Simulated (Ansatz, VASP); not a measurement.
One calculation of Ru, two programs

```
Ru
1.0
     2.73322    0.00000    0.00000
    -1.36661    2.36703    0.00000
     0.00000    0.00000    4.29991
Ru
2
Direct
  0.33333 0.66667 0.25000
  0.66667 0.33333 0.75000
```

Alike in both runs: functional revPBE; k mesh 13 × 13 × 8; occupations fermi-dirac, width 0.05 eV; collinear spin.

Ansatz relaxed the structure, and its values are those at the end. VASP's run is a single point on that final structure, the one shown.

```csv
,VASP,Ansatz
version,VASP 6.6.1,Ansatz 0.2.0
potentials or method,"VASP PAW PBE potentials, release 64 (Ru_pv), cutoff 520 eV","plane waves (420 eV) with PAW, scalar-relativistic"
valence electrons in the cell,28,32
```

Ansatz gave:

```
pressure (GPa)           : 0.0
net moment per atom (μB) : 0.00
```

Which values does VASP return?

Pressure (GPa): -0.1; net moment per atom (μB): 0.00.

VASP's potentials were made for PBE, not for revPBE. The functional is the same, so the differences come from potentials, cutoffs and numerics. VASP's potentials hold 28 valence electrons a cell and Ansatz's 32, so a difference there can come from the potentials and not from the codes. Ansatz's warnings: seeded moment not kept.
